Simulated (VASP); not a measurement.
Wanted: the native input for a VASP 6.6.1 run.

```yaml
Task: relaxation of cell and atoms
Functional: PBE
Potentials_or_basis: VASP PAW PBE potentials, release 64 (Bi_d)
Cutoff: 600 eV
k_mesh: 4 × 4 × 6
Occupations: gaussian, width 0.1 eV
Spin: no spin polarisation
Dipole_correction: no
Further_INCAR_settings: ALGO = Normal; EDIFF = 1e-07; IBRION = 2; EDIFFG = -0.04; NSW = 90; ISIF = 3
```

The structure of Bi lies in POSCAR:

```
Bi
1.0
    3.8373228900      0.0000000000      0.0000000000
    0.0000000000      3.8373228900      0.0000000000
    0.0000000000      0.0000000000      2.6468068700
Bi
1
Direct
    0.5000000000      0.5000000000      0.0000000000
```

The input as run:

INCAR

```
PREC = Accurate ; ENCUT = 600
EDIFF = 1E-7 ; ISMEAR = 0
SIGMA = 0.1 ; LREAL = F
LASPH = T ; NELM = 80
ALGO = Normal ; ISIF = 3
LWAVE = F ; LCHARG = F
GGA = PE ; IBRION = 2
NSW = 90 ; EDIFFG = -0.04
```

KPOINTS

```
regular mesh
0
Gamma
  4 4 6
```

Potentials or basis: VASP PAW PBE potentials, release 64 (Bi_d).

The run is started by

```sh
$ cat potpaw_PBE.64/Bi_d/POTCAR > POTCAR
$ mpirun -np 1 vasp_std > vasp.out
```

It gave:

- Relaxed volume: 36.22 Å³/atom
- Relaxed cell: a = 3.409 Å, b = 3.409 Å, c = 3.116 Å, α = 90.00°, β = 90.00°, γ = 90.00°
- Space group after relaxing (to 0.05 Å): P4/mmm (No. 123)
- Energy gained by relaxing: 1125.3 meV/atom
- Ionic steps: 14
- Pressure after relaxing: -0.1 GPa

Caveat: the k points lie up to 0.46 Å⁻¹ apart in the final cell.

Run time: 59 s on 1 thread of Intel(R) Xeon(R) 6975P-C (Granite Rapids) (shared host), peak memory 0.17 GiB.
